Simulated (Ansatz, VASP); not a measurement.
LiH: VASP beside Ansatz

INCAR

```
SYSTEM = LiH
PREC     = Accurate       ! precision mode
ENCUT    = 520            ! plane-wave cutoff, eV
EDIFF    = 1E-8           ! SCF threshold, eV
ISMEAR   = -1             ! smearing method
SIGMA    = 0.05           ! smearing width, eV
LREAL    = .FALSE.        ! projectors in reciprocal space
LASPH    = .TRUE.         ! aspherical terms in the spheres
NELM     = 60             ! most SCF steps
ALGO     = Normal         ! electronic algorithm
ISIF     = 2              ! what is computed and relaxed
LWAVE    = .FALSE.        ! write WAVECAR
LCHARG   = .FALSE.        ! write CHGCAR
GGA      = PE             ! functional
LEFG     = .TRUE.       
NBANDS   = 9              ! bands
```

The input KPOINTS:

```
regular mesh
0
G
  13 13 13
  0 0 0
```

POSCAR

```
LiH
1.0
    0.0000000000      2.1590569286      2.1590569286
    2.1590569286      0.0000000000      2.1590569286
    2.1590569286      2.1590569286      0.0000000000
Li H
1 1
Direct
    0.0000000000      0.0000000000      0.0000000000
    0.2500000000      0.2500000000      0.2500000000
```

Input for Ansatz:

```yaml
crystal:
  lattice:
    - [0.0, 2.1590569286, 2.1590569286]
    - [2.1590569286, 0.0, 2.1590569286]
    - [2.1590569286, 2.1590569286, 0.0]
  atoms:
    - { symbol: Li, position: [0.0, 0.0, 0.0] }
    - { symbol: H, position: [0.25, 0.25, 0.25] }
kpoints:
  mp_grid: { grid: [13, 13, 13] }
scf:
  occupations: { method: fermi_dirac, width: 0.05 }
hamiltonian:
  xc: pbe
  pseudopotentials: { kind: paw }
output:
  forces: true
  stress: true
  eigenvalues: true
  efg: { contact_densities: true }
```

Change from the starting cell: volume scaled by 1.02, PAW files.

Alike in both runs: task electric field gradients; functional PBE; k mesh 13 × 13 × 13; occupations fermi-dirac, width 0.05 eV; no spin polarisation.

```csv
,VASP,Ansatz
version,VASP 6.6.1,Ansatz 0.2.0
potentials or method,"VASP PAW PBE potentials, release 64 (Li_sv, H)","PAW with Ansatz's default frozen-core files, scalar-relativistic"
plane-wave cutoff (eV),520,420
valence electrons in the cell,4,4
```

```csv
,VASP,Ansatz,Ansatz less VASP
gap on the k mesh at the Fermi level (eV),4.30,4.30,-0.005
```

Noted on VASP's run: the cutoff is short for stress, so the pressure is rough.
